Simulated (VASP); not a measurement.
A run of VASP 6.6.1 is set up as follows.

File INCAR:

```
SYSTEM = Ta2N
  PREC = Accurate
  ENCUT = 600
  EDIFF = 1E-6
  ISMEAR = 0
  SIGMA = 0.1
  LREAL = .FALSE.
  LASPH = .TRUE.
  NELM = 120
  ALGO = Normal
  ISIF = 2
  LWAVE = .FALSE.
  LCHARG = .FALSE.
  GGA = PS
  NBANDS = 20
  GGA_COMPAT = .FALSE.
```

File KPOINTS:

```
regular mesh
0
G
  15 15 10
  0 0 0
```

POSCAR

```
Ta2N
1.0
    3.0782595490      0.0000000000      0.0000000000
   -1.5391297745      2.6658509688      0.0000000000
    0.0000000000      0.0000000000      4.8239329370
Ta N
2 1
Direct
    0.6666666667      0.3333333333      0.7463700642
    0.3333333333      0.6666666667      0.2536299358
    0.0000000000      0.0000000000      0.0000000000
```

Potentials or basis: VASP PAW PBE potentials, release 64 (Ta_pv, N).

Run with:

```bash
$ cat potpaw_PBE.64/Ta_pv/POTCAR potpaw_PBE.64/N/POTCAR > POTCAR
$ mpirun -np 1 vasp_std > vasp.out
```

Q: What does it give for the band gap on the k mesh?

A: Zero (an odd number of electrons rules out a gap without spin polarisation).

Q: Predict the pressure.

A: 0.6 GPa.

Q: Estimate the largest force.

A: 0.055 eV/Å.

Forces on the atoms (eV/Å):
```
Ta   0.000  0.000 -0.055
Ta   0.000  0.000  0.055
N    0.000  0.000  0.000
```

Caveat: the PAW data sets were made with another functional, which shifts forces and pressure a little; spin-orbit coupling is left out, which moves the levels of the heavy elements.
